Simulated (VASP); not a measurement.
# Ir (P6_3/mmc) in VASP: a series of runs

Ir is run at these levels: PBEsol; tasks: single point.

Program: VASP 6.6.1. These are calculated values, not measurements. Logs are shortened: lines on timing, memory, paths and dates and some standing lists are left out, and cuts for length are marked.

## (1) The cell of the first run

The structure is hexagonal, space group P6_3/mmc (No. 194). The conventional cell has a = 2.531 Å, b = 2.531 Å, c = 4.105 Å, α = 90.00°, β = 90.00°, γ = 120.00°. Ir (site symmetry -6m2) has 12 Ir at 2.52 to 2.53 Å within 3.3 Å.

This isn't the form of Ir at room conditions, which is fcc.

## (2) Single point, PBEsol (strain -0.080 along x and y, -0.080 along z)

Contents of INCAR:

```
SYSTEM = Ir
PREC = Accurate
ENCUT = 520
EDIFF = 1E-6
ISMEAR = 0
SIGMA = 0.15
LREAL = .False.
LASPH = .True.
NELM = 60
ALGO = Normal
ISIF = 2
LWAVE = .False.
LCHARG = .True.
GGA = PS
LELF = .True.
LVHAR = .True.
NBANDS = 16
```

Contents of KPOINTS:

```
regular mesh
0
Gamma
  18 18 12
  0 0 0
```

Contents of POSCAR:

```
Ir
1.0
    2.5312676630      0.0000000000      0.0000000000
   -1.2656338315      2.1921420999      0.0000000000
    0.0000000000      0.0000000000      4.1053068000
Ir
2
Direct
    0.6666666667      0.3333333333      0.7500000000
    0.3333333333      0.6666666667      0.2500000000
```

Potentials or basis: VASP PAW PBE potentials, release 64 (Ir).

Launch:

```console
$ cat potpaw_PBE.64/Ir/POTCAR > POTCAR
$ mpirun -np 1 vasp_std > vasp.out
```

OUTCAR:

```text
SYSTEM = Ir
   PREC = Accurate
   ENCUT = 520
   EDIFF = 1E-6
   ISMEAR = 0
   LREAL = .False.
   LASPH = .True.
   NELM = 60
   ISIF = 2
   GGA = PS

 ion  position               nearest neighbor table
   1  0.667  0.333  0.750-   2 2.52   2 2.52   2 2.52   2 2.52   2 2.52   2 2.52
   2  0.333  0.667  0.250-   1 2.52   1 2.52   1 2.52   1 2.52   1 2.52   1 2.52

  LATTYP: Found a hexagonal cell.
 ALAT       =     2.5312676630
 C/A-ratio  =     1.6218382829

  Lattice vectors:

 A1 = (   2.5312676630,   0.0000000000,   0.0000000000)
 A2 = (  -1.2656338315,   2.1921420999,   0.0000000000)
 A3 = (   0.0000000000,   0.0000000000,   4.1053068000)

Analysis of symmetry for initial positions (statically):
=====================================================================
 Subroutine PRICEL returns:
 Original cell was already a primitive cell.

 Routine SETGRP: Setting up the symmetry group for a
 hexagonal supercell.

 Subroutine GETGRP returns: Found 24 space group operations
 (whereof 12 operations were pure point group operations)
 out of a pool of 24 trial point group operations.

The static configuration has the point symmetry D_3d.
 The point group associated with its full space group is D_6h.

Analysis of symmetry for dynamics (positions and initial velocities):
=====================================================================
 Subroutine PRICEL returns:
 Original cell was already a primitive cell.

 Routine SETGRP: Setting up the symmetry group for a
 hexagonal supercell.

 Subroutine GETGRP returns: Found 24 space group operations
 (whereof 12 operations were pure point group operations)
 out of a pool of 24 trial point group operations.

The dynamic configuration has the point symmetry D_3d.
 The point group associated with its full space group is D_6h.

 Subroutine INISYM returns: Found 24 space group operations
 (whereof 12 operations are pure point group operations),
 and found     1 'primitive' translations

----------------------------------------------------------------------------------------

                                     Primitive cell

  volume of cell :      22.7799

  direct lattice vectors                    reciprocal lattice vectors
     2.531267663  0.000000000  0.000000000     0.395058972  0.228087404  0.000000000
    -1.265633831  2.192142100  0.000000000     0.000000000  0.456174807  0.000000000
     0.000000000  0.000000000  4.105306800     0.000000000  0.000000000  0.243587154

  length of vectors
     2.531267663  2.531267663  4.105306800     0.456174807  0.456174807  0.243587154

  position of ions in fractional coordinates (direct lattice)
     0.666666667  0.333333333  0.750000000
     0.333333333  0.666666667  0.250000000

  ion indices of the primitive-cell ions
   primitive index   ion index
                 1           1
                 2           2

----------------------------------------------------------------------------------------

 KPOINTS: regular mesh

Automatic generation of k-mesh.
 Grid dimensions read from file:
 generate k-points for:   18   18   12

 Generating k-lattice:

  Cartesian coordinates                     Fractional coordinates (reciprocal lattice)
     0.021947721  0.012671522  0.000000000     0.055555556  0.000000000  0.000000000
     0.000000000  0.025343045  0.000000000     0.000000000  0.055555556  0.000000000
     0.000000000  0.000000000  0.020298930     0.000000000  0.000000000  0.083333333

  Length of vectors
     0.025343045  0.025343045  0.020298930

  Shift w.r.t. Gamma in fractional coordinates (k-lattice)
     0.000000000  0.000000000  0.000000000

 Subroutine IBZKPT returns following result:
 ===========================================

 Found    259 irreducible k-points:

 Following reciprocal coordinates:
            Coordinates               Weight
  0.000000  0.000000  0.000000      1.000000
  0.055556 -0.000000  0.000000      6.000000
  0.111111 -0.000000  0.000000      6.000000
  0.166667 -0.000000  0.000000      6.000000
  0.222222 -0.000000  0.000000      6.000000
  0.277778  0.000000  0.000000      6.000000
[... 16 lines left out ...]
  0.333333  0.111111  0.000000     12.000000
  0.388889  0.111111  0.000000     12.000000
 [... further k-points ...]
   k-points           NKPTS =    259   k-points in BZ     NKDIM =    259   number of bands    NBANDS=     16
   number of dos      NEDOS =    301   number of ions     NIONS =      2
   total plane-waves  NPLWV =  12800
   dimension x,y,z NGX =    20 NGY =   20 NGZ =   32
   dimension x,y,z NGXF=    40 NGYF=   40 NGZF=   64
   ions per type =               2
   NGX,Y,Z   is equivalent  to a cutoff of  13.14, 13.14, 12.96 a.u.
   NGXF,Y,Z  is equivalent  to a cutoff of  26.27, 26.27, 25.92 a.u.
 SYSTEM =  Ir
   PREC   = accura    normal or accurate (medium, high low for compatibility)
   ISTART =      0    job   : 0-new  1-cont  2-samecut
   ICHARG =      2    charge: 1-file 2-atom 10-const
   ISPIN  =      1    spin polarized calculation?
   LNONCOLLINEAR =      F non collinear calculations
   LSORBIT =      F    spin-orbit coupling
   LASPH  =      T    aspherical Exc in radial PAW
   ENCUT  =  520.0 eV  38.22 Ry    6.18 a.u.   4.71  4.71  7.63*2*pi/ulx,y,z
   NELM   =     60;   NELMIN=  2; NELMDL= -5     # of ELM steps
   EDIFF  = 0.1E-05   stopping-criterion for ELM
   LREAL  =      F    real-space projection
   EDIFFG = 0.1E-04   stopping-criterion for IOM
   NSW    =      0    number of steps for IOM
   IBRION =     -1    ionic relax: 0-MD 1-quasi-New 2-CG
   NFREE  =      0    steps in history (QN), initial steepest desc. (CG)
   ISIF   =      2    stress and relaxation
   ISYM   =      2    0-nonsym 1-usesym 2-fastsym
   POTIM  = 0.5000    time-step for ionic-motion
   TEBEG  =    0.0;   TEEND  =   0.0 temperature during run
   PSTRESS=    0.0 pullay stress
   NELECT =      18.0000    total number of electrons
   NUPDOWN=      -1.0000    fix difference up-down
   EMIN   =  10.00;   EMAX   =-10.00  energy-range for DOS
   EFERMI =   0.00;   METHOD = LEGACY
   ISMEAR =     0;   SIGMA  =   0.15  broadening in eV -4-tet -1-fermi 0-gaus
   EFERMI_NEDOS =   21; number of points for ismear=-14 and -15
   IALGO  =     38    algorithm
   IMIX   =      4    mixing-type and parameters
     AMIX     =   0.40;   BMIX     =  1.00
     AMIX_MAG =   1.60;   BMIX_MAG =  1.00
  volume/ion in A,a.u.               =      11.39        76.86
  Fermi-wavevector in a.u.,A,eV,Ry     =   1.513497  2.860094 31.166496  2.290673
  Thomas-Fermi vector in A             =   2.623280
   LORBIT       =      0    0 simple, 1 ext, 2 COOP (PROOUT), +10 PAW based schemes
   GGA     = PS    functional components
   LHFCALC =     F    Hartree Fock is set to
   AEXX    =    0.0000 exact exchange contribution
   IVDW    =     0    specifies the selected vdW correction
   LEPSILON=     F    determine dielectric tensor
   LRPA    =     F    only Hartree local field effects (RPA)
 non-spin polarized calculation
 Gauss-broadening in eV      SIGMA  =   0.15
  energy-cutoff  :      520.00
  volume of cell :       22.78
 maximum number of plane-waves:       628
 NGX is ok and might be reduce to    20
   NGX =  9   NGY =  9   NGZ = 15

 number of electron      18.0000000 magnetization

 Free energy of the ion-electron system (eV)
  ---------------------------------------------------
  ext. energy  EPLUGINS =         0.00000000
  ---------------------------------------------------
  free energy    TOTEN  =       -17.49668754 eV

  energy without entropy =      -17.48087551  energy(sigma->0) =      -17.48878152

 E-fermi :  14.6544     XC(G=0): -15.3996

 val. band max:       14.6493638300   @ k =   0.2778   0.1111   0.4167
 cond. band min:      14.6605711714   @ k =   0.3889   0.0000   0.0833
 fundamental gap:      0.0112073415
 Fermi energy:        14.6543733784

 k-point     1 :       0.0000    0.0000    0.0000
  band No.  band energies     occupation
      1       0.7649      2.00000
      2       3.7125      2.00000
      3       9.0876      2.00000
      4       9.1897      2.00000
      5       9.1897      2.00000
      6      10.1481      2.00000
[... 8 lines left out ...]
     15      30.7225      0.00000
     16      32.5112      0.00000

 k-point     2 :       0.0556   -0.0000    0.0000
  band No.  band energies     occupation
      1       0.9206      2.00000
      2       3.8548      2.00000
      3       8.7339      2.00000
      4       9.3292      2.00000
      5       9.5005      2.00000
      6      10.0488      2.00000
[... 8 lines left out ...]
     15      30.9400      0.00000
     16      32.7750      0.00000

 k-point     3 :       0.1111   -0.0000    0.0000
  band No.  band energies     occupation
      1       1.3714      2.00000
      2       4.2494      2.00000
      3       8.2683      2.00000
      4       9.6971      2.00000
      5       9.7423      2.00000
      6       9.9929      2.00000
[... 8 lines left out ...]
     15      31.5137      0.00000
     16      33.5528      0.00000

 k-point     4 :       0.1667   -0.0000    0.0000
  band No.  band energies     occupation
      1       2.0640      2.00000
      2       4.7740      2.00000
      3       7.8376      2.00000
      4       9.0925      2.00000
      5       9.3769      2.00000
      6      10.4128      2.00000
[... 8 lines left out ...]
     15      31.9190      0.00000
     16      33.9042      0.00000

 k-point     5 :       0.2222   -0.0000    0.0000
  band No.  band energies     occupation
      1       2.8965      2.00000
      2       5.1427      2.00000
      3       7.6971      2.00000
      4       7.9380      2.00000
      5       9.1123      2.00000
      6      10.0239      2.00000
[... 8 lines left out ...]
     15      31.1268      0.00000
     16      33.8207      0.00000

 k-point     6 :       0.2778    0.0000    0.0000
  band No.  band energies     occupation
      1       3.7001      2.00000
      2       5.0943      2.00000
      3       6.9331      2.00000
      4       8.0014      2.00000
      5       9.1520      2.00000
      6       9.6185      2.00000
[... 8 lines left out ...]
     15      30.0475      0.00000
     16      32.0431      0.00000

 k-point     7 :       0.3333   -0.0000    0.0000
  band No.  band energies     occupation
      1       4.2516      2.00000
      2       4.8317      2.00000
      3       6.1212      2.00000
      4       8.5040      2.00000
      5       9.2746      2.00000
      6       9.6050      2.00000
[... 8 lines left out ...]
     15      29.1377      0.00000
     16      30.3045      0.00000

 k-point     8 :       0.3889    0.0000    0.0000
  band No.  band energies     occupation
      1       4.3344      2.00000
      2       4.7291      2.00000
      3       5.5264      2.00000
      4       9.0150      2.00000
      5       9.1287      2.00000
      6       9.8895      2.00000
[... 8 lines left out ...]
     15      28.4685      0.00000
     16      28.7378      0.00000

 k-point     9 :       0.4444   -0.0000    0.0000
  band No.  band energies     occupation
      1       4.1817      2.00000
      2       4.7601      2.00000
      3       5.1638      2.00000
      4       8.8541      2.00000
      5       9.7466      2.00000
      6       9.7505      2.00000
[... 8 lines left out ...]
     15      27.5754      0.00000
     16      28.0604      0.00000
[... 172 lines left out ...]
 k-point    19 :       0.1111    0.1111    0.0000
  band No.  band energies     occupation
      1       2.4684      2.00000
      2       5.1169      2.00000
      3       7.4798      2.00000
      4       8.6907      2.00000
      5       9.3245      2.00000
      6       9.8012      2.00000
[... 8 lines left out ...]
     15      32.7523      0.00000
     16      32.7611      0.00000

 k-point    20 :       0.1667    0.1111    0.0000
  band No.  band energies     occupation
      1       3.2949      2.00000
      2       5.5782      2.00000
      3       7.1556      2.00000
      4       7.7060      2.00000
      5       9.1502      2.00000
      6       9.3581      2.00000
[... 8 lines left out ...]
     15      31.6158      0.00000
     16      31.8765      0.00000

 k-point    21 :       0.2222    0.1111    0.0000
  band No.  band energies     occupation
      1       4.1307      2.00000
      2       5.5883      2.00000
      3       6.8059      2.00000
      4       7.3289      2.00000
      5       9.0310      2.00000
      6       9.2105      2.00000
[... 8 lines left out ...]
     15      30.3050      0.00000
     16      30.6149      0.00000

 k-point    22 :       0.2778    0.1111    0.0000
  band No.  band energies     occupation
      1       4.7543      2.00000
      2       5.2829      2.00000
      3       6.0615      2.00000
      4       7.8891      2.00000
      5       8.8130      2.00000
      6       9.5955      2.00000
[... 8 lines left out ...]
     15      28.6381      0.00000
     16      29.8048      0.00000

 k-point    23 :       0.3333    0.1111    0.0000
  band No.  band energies     occupation
      1       4.8886      2.00000
      2       5.1447      2.00000
      3       5.5094      2.00000
      4       8.6025      2.00000
      5       8.6962      2.00000
      6       9.9476      2.00000
[... 8 lines left out ...]
     15      27.0363      0.00000
     16      29.2111      0.00000

 k-point    24 :       0.3889    0.1111    0.0000
  band No.  band energies     occupation
      1       4.7049      2.00000
      2       5.1705      2.00000
      3       5.2117      2.00000
      4       8.6579      2.00000
      5       9.2513      2.00000
      6       9.6854      2.00000
[... 8 lines left out ...]
     15      27.4262      0.00000
     16      28.8485      0.00000

 [... further k-points ...]

------------------------ aborting loop because EDIFF is reached ----------------------------------------

  FORCE on cell =-STRESS in cart. coord.  units (eV):
  Direction    XX          YY          ZZ          XY          YZ          ZX
  --------------------------------------------------------------------------------------
  -------------------------------------------------------------------------------------
  Total       20.2724934     20.2724934     20.8055573      0.0000000      0.0000000      0.0000000
  in kB     1425.8221498   1425.8221498   1463.3140507      0.0000000      0.0000000      0.0000000
  external PRESSURE =    1438.3194501 kB  Pullay stress =       0.0000000 kB

 VOLUME and BASIS-vectors are now :
 -----------------------------------------------------------------------------
  energy-cutoff  :      520.00
  volume of cell :       22.78
      direct lattice vectors                 reciprocal lattice vectors
     2.531267663  0.000000000  0.000000000     0.395058972  0.228087404  0.000000000
    -1.265633831  2.192142100  0.000000000     0.000000000  0.456174807  0.000000000
     0.000000000  0.000000000  4.105306800     0.000000000  0.000000000  0.243587154

 POSITION                                       TOTAL-FORCE (eV/Angst)
 -----------------------------------------------------------------------------------
      1.26563      0.73071      3.07898        -0.000000      0.000000      0.000000
     -0.00000      1.46143      1.02633         0.000000     -0.000000      0.000000
 -----------------------------------------------------------------------------------
    total drift:                                0.000000      0.000000     -0.000000

  FREE ENERGIE OF THE ION-ELECTRON SYSTEM (eV)
  ---------------------------------------------------
  free  energy   TOTEN  =       -17.4966875391 eV

  energy  without entropy=      -17.4808755075  energy(sigma->0) =      -17.48878152
```

Wall time 62 s (1 thread of AMD EPYC 7R13 (Zen 3), shared host); peak memory 0.17 GiB.

Results:

* Free energy: -17.4967 eV
* Pressure: 143.8 GPa
* Band gap on the k mesh: zero (bands 9 and 10 overlap by 4.83 eV)

Stress tensor (GPa, compression positive):
```
142.58   0.00   0.00
  0.00 142.58   0.00
  0.00   0.00 146.33
```

Caveat: the cell differs from its parent crystal (strain -0.080 along x and y, -0.080 along z); the cell stands under pressure; the PAW data sets were made with another functional, which shifts forces and pressure a little; spin-orbit coupling is left out, which moves the levels of the heavy elements.

## (3) Single point, PBEsol (strain +0.080 along x and y, +0.040 along z)

Contents of INCAR:

```
  PREC = Accurate
  ENCUT = 520
  EDIFF = 1E-6
  ISMEAR = 0
  SIGMA = 0.15
  LREAL = False
  LASPH = True
  NELM = 100
  ALGO = Fast
  ISIF = 2
  LWAVE = False
  LCHARG = False
  GGA = PS
  NBANDS = 16
```

Contents of KPOINTS:

```
regular mesh
0
Gamma
  18 18 12
```

Contents of POSCAR:

```
Ir
1.0
    2.9714881261      0.0000000000      0.0000000000
   -1.4857440631      2.5733842043      0.0000000000
    0.0000000000      0.0000000000      4.6407816000
Ir
2
Direct
    0.6666666667      0.3333333333      0.7500000000
    0.3333333333      0.6666666667      0.2500000000
```

Potentials or basis: VASP PAW PBE potentials, release 64 (Ir).

Launch:

```console
$ cat potpaw_PBE.64/Ir/POTCAR > POTCAR
$ mpirun -np 1 vasp_std > vasp.out
```

Run time: 2.3 min. Hardware: 1 thread of AMD EPYC 7R13 (Zen 3), shared host; peak memory 0.22 GiB.

It converged, with:

| Item | Value |
| --- | --- |
| Free energy | -18.1211 eV |
| Pressure | -47.8 GPa |
| Band gap on the k mesh | zero (bands 9 and 10 overlap by 2.26 eV) |

Stress tensor (GPa, compression positive):
```
-48.82   0.00   0.00
  0.00 -48.82   0.00
  0.00   0.00 -45.89
```

Levels at points of the mesh, in eV from the Fermi level:
| k point | band 7 | band 8 | band 9 | band 10 | band 11 | band 12 |
| --- | --- | --- | --- | --- | --- | --- |
| (0.00, 0.00, 0.00) | -2.21 | -1.93 | -1.93 | 0.08 | 0.16 | 0.16 |
| (0.50, 0.00, 0.00) | -1.97 | 0.26 | 0.60 | 0.72 | 2.09 | 3.13 |
| (0.00, 0.00, 0.50) | -2.89 | -2.89 | -0.37 | -0.37 | -0.37 | -0.37 |
| (0.50, 0.00, 0.50) | -0.58 | -0.58 | 0.47 | 0.47 | 1.67 | 1.67 |

Caveat: the cell differs from its parent crystal (strain +0.080 along x and y, +0.040 along z); the cell stands under tension; the PAW data sets were made with another functional, which shifts forces and pressure a little; spin-orbit coupling is left out, which moves the levels of the heavy elements.

(Part 1 of 2 ends here.)
